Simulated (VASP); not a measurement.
Wanted: the native input for a VASP 6.6.1 run.

| Property | Result |
| --- | --- |
| Task | single point |
| Functional | PBEsol |
| Potentials or basis | VASP PAW PBE potentials, release 64 (In_d) |
| Cutoff | 520 eV |
| k mesh | 20 × 20 × 20 |
| Occupations | gaussian, width 0.15 eV |
| Spin | no spin polarisation |
| Dipole correction | no |
| Further INCAR settings | ALGO = Fast; EDIFF = 1e-06; NBANDS = 12 |

The structure of In lies in POSCAR:

```
In
1.0
   -1.6749345000      1.6749345000      2.4368407500
    1.6749345000     -1.6749345000      2.4368407500
    1.6749345000      1.6749345000     -2.4368407500
In
1
Direct
    0.0000000000      0.0000000000      0.0000000000
```

This cell differs from its parent crystal: strain +0.030 along x and y, -0.015 along z.

These files were run (other wordings do the same):

INCAR

```
SYSTEM = In
  PREC = Accurate
  ENCUT = 520
  EDIFF = 1E-6
  ISMEAR = 0
  SIGMA = 0.15
  LREAL = .FALSE.
  LASPH = .TRUE.
  NELM = 100
  ALGO = Fast
  ISIF = 2
  LWAVE = .FALSE.
  LCHARG = .TRUE.
  GGA = PS
  LELF = .TRUE.
  LVHAR = .TRUE.
  NBANDS = 12
```

KPOINTS

```
regular mesh
0
G
  20 20 20
  0 0 0
```

Potentials or basis: VASP PAW PBE potentials, release 64 (In_d).

The run is started by

```console
$ cat potpaw_PBE.64/In_d/POTCAR > POTCAR
$ mpirun -np 1 vasp_std > vasp.out
```

It gave:

| Item | Value |
| --- | --- |
| Pressure | -2.5 GPa |

Caveat: the cell differs from its parent crystal (strain +0.030 along x and y, -0.015 along z); the PAW data sets were made with another functional, which shifts forces and pressure a little.

Run time: 100 s on 1 thread of Intel(R) Xeon(R) 6975P-C (Granite Rapids), with other jobs on the host, peak memory 0.32 GiB.
